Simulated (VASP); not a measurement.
## WSe2: single point with PBEsol

WSe2, a slab with vacuum:

```
W Se
1.0
     3.36836    0.00000    0.00000
    -1.68418    2.91709    0.00000
     0.00000    0.00000   16.16138
W Se
1 2
Direct
  0.00000 0.00000 0.00000
  0.33333 0.66667 0.10040
  0.33333 0.66667 0.89960
```

This cell differs from its parent crystal: strain +0.030 along x and y, -0.030 along z.

```yaml
Program: VASP 6.6.1
Task: single point
Functional: PBEsol
Potentials_or_basis: VASP PAW PBE potentials, release 64 (W_sv, Se)
Cutoff: 520 eV
k_mesh: 12 × 12 × 2
Occupations: gaussian, width 0.05 eV
Spin: no spin polarisation
Dipole_correction: no
Further_INCAR_settings: ALGO = Normal; EDIFF = 1e-06; NBANDS = 20
```

```json
{"Largest force": "0.310 eV/Å", "Band gap on the k mesh": "1.29 eV (least direct gap 1.30 eV)"}
```

Forces in eV/Å, atoms in the order of the input:
```
W    0.000  0.000  0.000
Se   0.000  0.000  0.310
Se   0.000  0.000 -0.310
```

Levels at points of the mesh, in eV from the valence-band top:
| k point | band 9 | band 10 | band 11 | band 12 | band 13 | band 14 | band 15 | band 16 | band 17 | band 18 |
| --- | --- | --- | --- | --- | --- | --- | --- | --- | --- | --- |
| (0.00, 0.00, 0.00) | -2.58 | -1.80 | -1.43 | -1.43 | 0.00 | 2.86 | 2.86 | 3.16 | 3.16 | 4.24 |
| (0.50, 0.00, 0.00) | -4.11 | -3.09 | -1.83 | -1.12 | -0.89 | 2.18 | 2.59 | 3.76 | 4.36 | 4.51 |
| (0.00, 0.00, 0.50) | -2.58 | -1.80 | -1.43 | -1.43 | 0.00 | 2.86 | 2.86 | 3.16 | 3.16 | 4.28 |
| (0.50, 0.00, 0.50) | -4.11 | -3.09 | -1.83 | -1.12 | -0.89 | 2.18 | 2.59 | 3.76 | 4.36 | 4.51 |

Run time: 2.4 min on 1 thread of Intel(R) Xeon(R) Platinum 8259CL CPU @ 2.50GHz (Skylake/Cascade Lake), with other jobs on the host, peak memory 0.35 GiB.

Caveat: the cell differs from its parent crystal (strain +0.030 along x and y, -0.030 along z); the PAW data sets were made with another functional, which shifts forces and pressure a little; spin-orbit coupling is left out, which moves the levels of the heavy elements.
